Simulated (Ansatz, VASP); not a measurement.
**RbAl2: VASP beside Ansatz**

INCAR

```
SYSTEM = RbAl2
  ALGO = Fast
  EDIFF = 1E-6
  ENCUT = 520
  GGA = PE
  ISIF = 2
  ISMEAR = 0
  LASPH = .True.
  LCHARG = .False.
  LREAL = .False.
  LWAVE = .False.
  NBANDS = 14
  NELM = 60
  PREC = Accurate
  SIGMA = 0.1
```

The input KPOINTS:

```
k-points
0
Gamma
  12 12 16
  0 0 0
```

POSCAR

```
RbAl2
1.0
    5.8486364473      0.0000000000      0.0000000000
   -2.9243182236      5.0650677408      0.0000000000
    0.0000000000      0.0000000000      3.0138204830
Rb Al
1 2
Direct
    0.0000000000      0.0000000000      0.0000000000
    0.3333333333      0.6666666667      0.0000000000
    0.6666666667      0.3333333333      0.0000000000
```

Input for Ansatz:

```yaml
crystal:
  lattice:
    - [5.8486364473, 0.0, 0.0]
    - [-2.9243182236, 5.0650677408, 0.0]
    - [0.0, 0.0, 3.013820483]
  atoms:
    - { symbol: Rb, position: [0.0, 0.0, 0.0] }
    - { symbol: Al, position: [0.3333333333, 0.6666666667, 0.0] }
    - { symbol: Al, position: [0.6666666667, 0.3333333333, 0.0] }
basis:
  ecutwfc: 420
kpoints:
  mp_grid: { grid: [12, 12, 16] }
  band_path:
    path:
      - [[0.0, 0.0, 0.0], [0.5, 0.0, 0.0], [0.33333333, 0.33333333, 0.0], [0.0, 0.0, 0.0], [0.0, 0.0, 0.5], [0.5, 0.0, 0.5], [0.33333333, 0.33333333, 0.5], [0.0, 0.0, 0.5]]
      - [[0.5, 0.0, 0.5], [0.5, 0.0, 0.0]]
      - [[0.33333333, 0.33333333, 0.5], [0.33333333, 0.33333333, 0.0]]
    npoints: 14
hamiltonian:
  xc: pbe
scf:
  occupations: { method: gaussian, width: 0.1 }
  n_extra_bands: 7
output:
  forces: true
  stress: true
  eigenvalues: true
  populations: true
  dos: { projected: true, de: 0.02, nscf_kmesh: { grid: [15, 15, 20] } }
  bader: true
  write_density: true
  write_potential: true
  elf: true
  volumetric_format: npy
```

Alike in both runs: task single point; functional PBE; k mesh 12 × 12 × 16; occupations gaussian, width 0.1 eV; no spin polarisation.

|  | VASP | Ansatz |
| --- | --- | --- |
| version | VASP 6.6.1 | Ansatz 0.2.0 |
| potentials or method | VASP PAW PBE potentials, release 64 (Rb_sv, Al), cutoff 520 eV | scalar-relativistic, plane waves, PAW |
| valence electrons in the cell | 15 | 15 |

|  | VASP | Ansatz | Ansatz less VASP |
| --- | --- | --- | --- |
| gap on the k mesh at the Fermi level (eV) | none | none | - |
| pressure (GPa) | 0.0 | 0.0 | -0.04 |

A gap of «none» marks a metal or a gap that the smearing closes. With one functional, cell and mesh, what is left measures potentials, basis and numerics.
